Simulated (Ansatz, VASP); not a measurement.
# KZn: VASP beside Ansatz

```
K Zn
1.0
     4.20810    0.00000    0.00000
     0.00000    4.20810    0.00000
     0.00000    0.00000    4.20810
K Zn
1 1
Direct
  0.00000 0.00000 0.00000
  0.50000 0.50000 0.50000
```

Alike in both runs: functional PBE; k mesh 10 × 10 × 10; occupations fermi-dirac, width 0.05 eV; non-collinear spin, spin-orbit coupling.

Ansatz relaxed the structure, and its values are those at the end. VASP's run is a single point on that final structure, the one shown.

```csv
,VASP,Ansatz
version,VASP 6.6.1,Ansatz 0.2.0
potentials or method,"VASP PAW PBE potentials, release 64 (K_sv, Zn)","PAW with Ansatz's default frozen-core files, scalar-relativistic"
plane-wave cutoff (eV),520,420
valence electrons in the cell,21,21
```

```tsv
	VASP	Ansatz	Ansatz less VASP
pressure (GPa)	0.0	0.0	-0.01
net moment per atom (μB)	0.00	0.00	0.000
```
